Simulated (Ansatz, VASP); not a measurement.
# B2C in VASP and in Ansatz

```
B C
1.0
    -1.72264    1.72264    1.64814
     1.72264   -1.72264    1.64814
     1.72264    1.72264   -1.64814
B C
2 1
Direct
  0.75000 0.25000 0.50000
  0.25000 0.75000 0.50000
  0.00000 0.00000 0.00000
```

Alike in both runs: functional PBE; k mesh 7 × 7 × 7; occupations gaussian, width 0.2 eV; no spin polarisation.

Ansatz relaxed the structure, and its values are those at the end. VASP's run is a single point on that final structure, the one shown.

|  | VASP | Ansatz |
| --- | --- | --- |
| version | VASP 6.6.1 | Ansatz 0.2.0 |
| potentials or method | VASP PAW PBE potentials, release 64 (B, C), cutoff 600 eV | scalar-relativistic, plane waves, PAW |
| valence electrons in the cell | 10 | 10 |

|  | VASP | Ansatz | Ansatz less VASP |
| --- | --- | --- | --- |
| gap on the k mesh at the Fermi level (eV) | none | none | - |
| pressure (GPa) | -0.1 | 0.0 | +0.10 |

A gap of «none» marks a metal or a gap that the smearing closes.

The k mesh is coarse, so the values compare programs but aren't converged.
